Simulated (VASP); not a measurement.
# BaO in VASP: notebook

The runs below take BaO through relaxation of cell and atoms, single point, with PBEsol, r2SCAN.

Everything below comes from runs of VASP 6.6.1. Logs are shortened: lines on timing, memory, paths and dates and some standing lists are left out, and cuts for length are marked.

### Step 1. The cell of the first run

The structure is cubic, space group Fm-3m (No. 225). The conventional cell has a = 5.500 Å, b = 5.500 Å, c = 5.500 Å, α = 90.00°, β = 90.00°, γ = 90.00°. Within 3.6 Å of Ba (site symmetry m-3m) lie 6 O at 2.75 Å. O (site symmetry m-3m) has 6 Ba at 2.75 Å within 3.6 Å.

### Step 2. Relaxation of cell and atoms, PBEsol

INCAR reads:

```
SYSTEM = BaO
PREC     = Accurate       ! precision mode
ENCUT    = 600            ! plane-wave cutoff, eV
EDIFF    = 1E-7           ! SCF threshold, eV
ISMEAR   = 0              ! smearing method
SIGMA    = 0.01           ! smearing width, eV
LREAL    = .False.        ! projectors in reciprocal space
LASPH    = .True.         ! aspherical terms in the spheres
NELM     = 120            ! most SCF steps
ALGO     = Normal         ! electronic algorithm
ISIF     = 3              ! what is computed and relaxed
LWAVE    = .False.        ! write WAVECAR
LCHARG   = .False.        ! write CHGCAR
GGA      = PS             ! functional
IBRION   = 2              ! ionic algorithm
NSW      = 100            ! ionic steps
EDIFFG   = -0.002         ! ionic threshold
GGA_COMPAT= .False.      
NELMIN   = 4
```

KPOINTS reads:

```
regular mesh
0
Gamma
  8 8 8
  0 0 0
```

POSCAR reads:

```
BaO
1.0
    0.0000000000      2.7500000000      2.7500000000
    2.7500000000      0.0000000000      2.7500000000
    2.7500000000      2.7500000000      0.0000000000
Ba O
1 1
Direct
    0.0000000000      0.0000000000      0.0000000000
    0.5000000000      0.5000000000      0.5000000000
```

Potentials or basis: VASP PAW PBE potentials, release 64 (Ba_sv, O).

Launch:

```console
$ cat potpaw_PBE.64/Ba_sv/POTCAR potpaw_PBE.64/O/POTCAR > POTCAR
$ mpirun -np 1 vasp_std > vasp.out
```

OUTCAR:

```text
SYSTEM = BaO
   PREC = Accurate
   ENCUT = 600
   EDIFF = 1E-7
   ISMEAR = 0
   LREAL = .False.
   LASPH = .True.
   NELM = 120
   ISIF = 3
   GGA = PS
   IBRION = 2
   NSW = 100
   EDIFFG = -0.002
   NELMIN = 4

 ion  position               nearest neighbor table
   1  0.000  0.000  0.000-   2 2.75   2 2.75   2 2.75   2 2.75   2 2.75   2 2.75
   2  0.500  0.500  0.500-   1 2.75   1 2.75   1 2.75   1 2.75   1 2.75   1 2.75

  LATTYP: Found a face centered cubic cell.
 ALAT       =     5.5000000000

  Lattice vectors:

 A1 = (   0.0000000000,   2.7500000000,   2.7500000000)
 A2 = (   2.7500000000,   0.0000000000,   2.7500000000)
 A3 = (   2.7500000000,   2.7500000000,   0.0000000000)

Analysis of symmetry for initial positions (statically):
=====================================================================
 Subroutine PRICEL returns:
 Original cell was already a primitive cell.

 Routine SETGRP: Setting up the symmetry group for a
 face centered cubic supercell.

 Subroutine GETGRP returns: Found 48 space group operations
 (whereof 48 operations were pure point group operations)
 out of a pool of 48 trial point group operations.

The static configuration has the point symmetry O_h .

Analysis of symmetry for dynamics (positions and initial velocities):
=====================================================================
 Subroutine PRICEL returns:
 Original cell was already a primitive cell.

 Routine SETGRP: Setting up the symmetry group for a
 face centered cubic supercell.

 Subroutine GETGRP returns: Found 48 space group operations
 (whereof 48 operations were pure point group operations)
 out of a pool of 48 trial point group operations.

The dynamic configuration has the point symmetry O_h .

 Subroutine INISYM returns: Found 48 space group operations
 (whereof 48 operations are pure point group operations),
 and found     1 'primitive' translations

----------------------------------------------------------------------------------------

                                     Primitive cell

  volume of cell :      41.5938

  direct lattice vectors                    reciprocal lattice vectors
     0.000000000  2.750000000  2.750000000    -0.181818182  0.181818182  0.181818182
     2.750000000  0.000000000  2.750000000     0.181818182 -0.181818182  0.181818182
     2.750000000  2.750000000  0.000000000     0.181818182  0.181818182 -0.181818182

  length of vectors
     3.889087297  3.889087297  3.889087297     0.314918329  0.314918329  0.314918329

  position of ions in fractional coordinates (direct lattice)
     0.000000000  0.000000000  0.000000000
     0.500000000  0.500000000  0.500000000

  ion indices of the primitive-cell ions
   primitive index   ion index
                 1           1
                 2           2

----------------------------------------------------------------------------------------

 KPOINTS: regular mesh

Automatic generation of k-mesh.
 Grid dimensions read from file:
 generate k-points for:    8    8    8

 Generating k-lattice:

  Cartesian coordinates                     Fractional coordinates (reciprocal lattice)
    -0.022727273  0.022727273  0.022727273     0.125000000  0.000000000  0.000000000
     0.022727273 -0.022727273  0.022727273     0.000000000  0.125000000  0.000000000
     0.022727273  0.022727273 -0.022727273     0.000000000  0.000000000  0.125000000

  Length of vectors
     0.039364791  0.039364791  0.039364791

  Shift w.r.t. Gamma in fractional coordinates (k-lattice)
     0.000000000  0.000000000  0.000000000

 Subroutine IBZKPT returns following result:
 ===========================================

 Found     29 irreducible k-points:

 Following reciprocal coordinates:
            Coordinates               Weight
  0.000000  0.000000  0.000000      1.000000
  0.125000  0.000000  0.000000      8.000000
  0.250000  0.000000  0.000000      8.000000
  0.375000  0.000000  0.000000      8.000000
  0.500000  0.000000  0.000000      4.000000
  0.125000  0.125000  0.000000      6.000000
[... 16 lines left out ...]
  0.500000  0.250000  0.125000     48.000000
 -0.375000  0.250000  0.125000     24.000000
 [... further k-points ...]
   k-points           NKPTS =     29   k-points in BZ     NKDIM =     29   number of bands    NBANDS=     12
   number of dos      NEDOS =    301   number of ions     NIONS =      2
   total plane-waves  NPLWV =  32768
   dimension x,y,z NGX =    32 NGY =   32 NGZ =   32
   dimension x,y,z NGXF=    64 NGYF=   64 NGZF=   64
   ions per type =               1   1
   NGX,Y,Z   is equivalent  to a cutoff of  13.68, 13.68, 13.68 a.u.
   NGXF,Y,Z  is equivalent  to a cutoff of  27.36, 27.36, 27.36 a.u.
 SYSTEM =  BaO
   PREC   = accura    normal or accurate (medium, high low for compatibility)
   ISTART =      0    job   : 0-new  1-cont  2-samecut
   ICHARG =      2    charge: 1-file 2-atom 10-const
   ISPIN  =      1    spin polarized calculation?
   LNONCOLLINEAR =      F non collinear calculations
   LSORBIT =      F    spin-orbit coupling
   LASPH  =      T    aspherical Exc in radial PAW
   ENCUT  =  600.0 eV  44.10 Ry    6.64 a.u.   7.77  7.77  7.77*2*pi/ulx,y,z
   NELM   =    120;   NELMIN=  4; NELMDL= -5     # of ELM steps
   EDIFF  = 0.1E-06   stopping-criterion for ELM
   LREAL  =      F    real-space projection
   EDIFFG = -.2E-02   stopping-criterion for IOM
   NSW    =    100    number of steps for IOM
   IBRION =      2    ionic relax: 0-MD 1-quasi-New 2-CG
   NFREE  =      1    steps in history (QN), initial steepest desc. (CG)
   ISIF   =      3    stress and relaxation
   ISYM   =      2    0-nonsym 1-usesym 2-fastsym
   POTIM  = 0.5000    time-step for ionic-motion
   TEBEG  =    0.0;   TEEND  =   0.0 temperature during run
   PSTRESS=    0.0 pullay stress
   NELECT =      16.0000    total number of electrons
   NUPDOWN=      -1.0000    fix difference up-down
   EMIN   =  10.00;   EMAX   =-10.00  energy-range for DOS
   EFERMI =   0.00;   METHOD = LEGACY
   ISMEAR =     0;   SIGMA  =   0.01  broadening in eV -4-tet -1-fermi 0-gaus
   EFERMI_NEDOS =   21; number of points for ismear=-14 and -15
   IALGO  =     38    algorithm
   IMIX   =      4    mixing-type and parameters
     AMIX     =   0.40;   BMIX     =  1.00
     AMIX_MAG =   1.60;   BMIX_MAG =  1.00
  volume/ion in A,a.u.               =      20.80       140.34
  Fermi-wavevector in a.u.,A,eV,Ry     =   1.190617  2.249940 19.287200  1.417569
  Thomas-Fermi vector in A             =   2.326698
   LORBIT       =      0    0 simple, 1 ext, 2 COOP (PROOUT), +10 PAW based schemes
   GGA     = PS    functional components
   LHFCALC =     F    Hartree Fock is set to
   AEXX    =    0.0000 exact exchange contribution
   IVDW    =     0    specifies the selected vdW correction
   LEPSILON=     F    determine dielectric tensor
   LRPA    =     F    only Hartree local field effects (RPA)
 conjugate gradient relaxation of ions
 non-spin polarized calculation
 Gauss-broadening in eV      SIGMA  =   0.01
  energy-cutoff  :      600.00
  volume of cell :       41.59
 maximum number of plane-waves:      1411
   NGX = 15   NGY = 15   NGZ = 15

--------------------------------------- Ionic step        1  -------------------------------------------

 number of electron      15.9999997 magnetization

 Free energy of the ion-electron system (eV)
  ---------------------------------------------------
  ext. energy  EPLUGINS =         0.00000000
  ---------------------------------------------------
  free energy    TOTEN  =       -12.39737439 eV

  energy without entropy =      -12.39737439  energy(sigma->0) =      -12.39737439

------------------------ aborting loop because EDIFF is reached ----------------------------------------

  FORCE on cell =-STRESS in cart. coord.  units (eV):
  Direction    XX          YY          ZZ          XY          YZ          ZX
  --------------------------------------------------------------------------------------
  -------------------------------------------------------------------------------------
  Total        0.3614032      0.3614032      0.3614032      0.0000000      0.0000000      0.0000000
  in kB       13.9211313     13.9211313     13.9211313      0.0000000      0.0000000      0.0000000
  external PRESSURE =      13.9211313 kB  Pullay stress =       0.0000000 kB
[... 57 lines left out ...]
  energy  without entropy=      -12.3997622305  energy(sigma->0) =      -12.39976223

--------------------------------------- Ionic step        3  -------------------------------------------

 number of electron      15.9999999 magnetization

 Free energy of the ion-electron system (eV)
  ---------------------------------------------------
  ext. energy  EPLUGINS =         0.00000000
  ---------------------------------------------------
  free energy    TOTEN  =       -12.40049962 eV

  energy without entropy =      -12.40049962  energy(sigma->0) =      -12.40049962

 E-fermi :   1.8450     XC(G=0):  -9.8718

 val. band max:        1.7308786916   @ k =   0.5000   0.5000   0.0000
 cond. band min:       3.5871666233   @ k =   0.5000   0.5000   0.0000
 fundamental gap:      1.8562879317
 Fermi energy:         1.8450222368

 k-point     1 :       0.0000    0.0000    0.0000
  band No.  band energies     occupation
      1     -24.1099      2.00000
      2     -13.2089      2.00000
      3      -8.5919      2.00000
      4      -8.5919      2.00000
      5      -8.5919      2.00000
      6       1.3681      2.00000
      7       1.3681      2.00000
      8       1.3681      2.00000
      9       5.1135      0.00000
     10       6.3631      0.00000
     11       6.3631      0.00000
     12       6.3631      0.00000
[... 331 lines left out ...]
 k-point    24 :      -0.3750    0.2500    0.1250
  band No.  band energies     occupation
      1     -23.8053      2.00000
      2     -13.7909      2.00000
      3      -9.2394      2.00000
      4      -9.2380      2.00000
      5      -8.7048      2.00000
      6       0.1420      2.00000
      7       0.7726      2.00000
      8       0.8424      2.00000
      9       6.5096      0.00000
     10       7.1162      0.00000
     11       9.5657      0.00000
     12       9.6002      0.00000

 [... further k-points ...]

------------------------ aborting loop because EDIFF is reached ----------------------------------------

  FORCE on cell =-STRESS in cart. coord.  units (eV):
  Direction    XX          YY          ZZ          XY          YZ          ZX
  --------------------------------------------------------------------------------------
  -------------------------------------------------------------------------------------
  Total        0.0004473      0.0004473      0.0004473      0.0000000      0.0000000     -0.0000000
  in kB        0.0169316      0.0169316      0.0169316      0.0000000      0.0000000     -0.0000000
  external PRESSURE =       0.0169316 kB  Pullay stress =       0.0000000 kB
[... 17 lines left out ...]
  FREE ENERGIE OF THE ION-ELECTRON SYSTEM (eV)
  ---------------------------------------------------
  free  energy   TOTEN  =       -12.4004996242 eV

  energy  without entropy=      -12.4004996242  energy(sigma->0) =      -12.40049962

 reached required accuracy - stopping structural energy minimisation
```

Run time: 67 s. Hardware: 1 thread of Intel Xeon 8259CL, shared host; peak memory 0.19 GiB.

What came out:

```
Free energy                           : -12.4005 eV
Relaxed volume                        : 21.16 Å³/atom
Relaxed cell                          : a = 3.912 Å, b = 3.912 Å, c = 3.912 Å, α = 60.00°, β = 60.00°, γ = 60.00°
Space group after relaxing (to 0.1 Å) : Fm-3m (No. 225)
Energy gained by relaxing             : 1.6 meV/atom
Ionic steps                           : 3
Pressure after relaxing               : 0.0 GPa
Band gap on the k mesh                : 1.86 eV
```

Step by step:
| step | energy change (eV) | largest force (eV/Å) | pressure (GPa) | volume (Å³) |
| --- | --- | --- | --- | --- |
| 1 | 0.0000 | 0.0000 | 1.39 | 41.59 |
| 2 | -0.0024 | 0.0000 | -0.64 | 42.69 |
| 3 | -0.0031 | 0.0000 | 0.00 | 42.33 |

Final structure:
```
Ba O
1.0
     0.00000    2.76604    2.76604
     2.76604    0.00000    2.76604
     2.76604    2.76604    0.00000
Ba O
1 1
Direct
  0.00000 0.00000 0.00000
  0.50000 0.50000 0.50000
```

Levels at points of the mesh, in eV from the valence-band top:
| k point | band 6 | band 7 | band 8 | band 9 | band 10 | band 11 |
| --- | --- | --- | --- | --- | --- | --- |
| (0.00, 0.00, 0.00) | -0.36 | -0.36 | -0.36 | 3.38 | 4.63 | 4.63 |
| (0.50, 0.00, 0.00) | -2.07 | -1.52 | -1.52 | 4.86 | 7.16 | 7.16 |
| (0.50, 0.50, 0.00) | -0.17 | -0.17 | 0.00 | 1.86 | 5.94 | 8.92 |

Caveat: the PAW data sets were made with another functional, which shifts forces and pressure a little; spin-orbit coupling is left out, which moves the levels of the heavy elements.

### Step 3. Single point, r2SCAN (z stretched by -0.5 %, x and y held)

POSCAR reads:

```
BaO
1.0
    0.0000000000      2.7721139118      2.7582533422
    2.7721139118      0.0000000000      2.7582533422
    2.7721139118      2.7721139118      0.0000000000
Ba O
1 1
Direct
    0.0000000000      0.0000000000      0.0000000000
    0.5000000000      0.5000000000      0.5000000000
```

INCAR.step1 reads:

```
SYSTEM = BaO
  ALGO = Normal
  EDIFF = 1E-5
  ENCUT = 660
  GGA = PE
  GGA_COMPAT = .False.
  ISMEAR = 0
  LASPH = .True.
  LCHARG = .False.
  LREAL = .False.
  LWAVE = .True.
  NBANDS = 15
  NELM = 120
  PREC = Accurate
  SIGMA = 0.01
```

INCAR.step2 reads:

```
SYSTEM = BaO
  ALGO = Normal
  EDIFF = 1E-6
  ENCUT = 660
  GGA_COMPAT = .False.
  ISIF = 2
  ISMEAR = 0
  ISTART = 1
  LASPH = .True.
  LCHARG = .False.
  LMIXTAU = .True.
  LREAL = .False.
  LWAVE = .False.
  METAGGA = R2SCAN
  NBANDS = 15
  NELM = 120
  PREC = Accurate
  SIGMA = 0.01
```

KPOINTS reads:

```
k-points
0
Gamma
  8 8 8
  0 0 0
```

Potentials or basis: VASP PAW PBE potentials, release 64 (Ba_sv, O).

Launch:

```console
$ cat potpaw_PBE.64/Ba_sv/POTCAR potpaw_PBE.64/O/POTCAR > POTCAR
$ cp INCAR.step1 INCAR
$ mpirun -np 1 vasp_std > vasp.out
$ cp INCAR.step2 INCAR
$ mpirun -np 1 vasp_std > vasp.out
```

It took 5.4 min on 1 thread of Intel Xeon 8259CL, shared host; peak memory 0.25 GiB.

The run converged. Its results:

```yaml
Free_energy: -37.8236 eV
Pressure: 2.0 GPa
Band_gap_on_the_k_mesh: 2.27 eV
```

Stress tensor (GPa, compression positive):
```
1.80 0.00 0.00
0.00 1.80 0.00
0.00 0.00 2.35
```

Levels at points of the mesh, in eV from the valence-band top:
```
           k point  band 5  band 6  band 7  band 8  band 9  band 10  band 11  band 12
(0.00, 0.00, 0.00)  -10.77   -0.41   -0.41   -0.38    4.12     5.09     5.09     5.12
(0.50, 0.00, 0.00)  -10.88   -2.00   -1.53   -1.53    5.30     7.64     7.65     8.69
(0.50, 0.50, 0.00)  -11.37   -0.20   -0.20    0.00    2.27     6.56     9.53     9.97
(0.50, 0.00, 0.50)  -11.35   -0.21   -0.18   -0.03    2.29     6.56     9.54     9.97
```

Caveat: the cell differs from its parent crystal (z stretched by -0.5 %, x and y held); the PAW data sets were made with another functional, which shifts forces and pressure a little; spin-orbit coupling is left out, which moves the levels of the heavy elements.
